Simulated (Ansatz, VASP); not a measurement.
Two plane-wave programs on GaAs

```xyz
2
Lattice="0.0000 2.8335 2.8335 2.8335 0.0000 2.8335 2.8335 2.8335 0.0000" Properties=species:S:1:pos:R:3 pbc="T T T"
Ga    0.0000    0.0000    0.0000
As    1.4168    1.4168    1.4168
```

Alike in both runs: functional r2SCAN; k mesh 8 × 8 × 8; occupations gaussian, width 0.02 eV; no spin polarisation.

Ansatz relaxed the structure, and its values are those at the end. VASP's run is a single point on that final structure, the one shown.

```csv
,VASP,Ansatz
version,VASP 6.6.1,Ansatz 0.2.0
potentials or method,"VASP PAW PBE potentials, release 64 (Ga_d, As), cutoff 550 eV","scalar-relativistic, plane waves, PAW"
valence electrons in the cell,18,28
```

Ansatz gave:

```
gap on the k mesh at the Fermi level (eV) : 0.96
least direct gap on the mesh (eV)         : 0.96
pressure (GPa)                            : 0.0
```

Q: Estimate VASP's values.

A: gap on the k mesh at the Fermi level (eV): 0.94; least direct gap on the mesh (eV): 0.94; pressure (GPa): 0.1.

VASP's potentials were made for PBE, not for r2SCAN. VASP's potentials hold 18 valence electrons a cell and Ansatz's 28, so a difference there can come from the potentials and not from the codes.
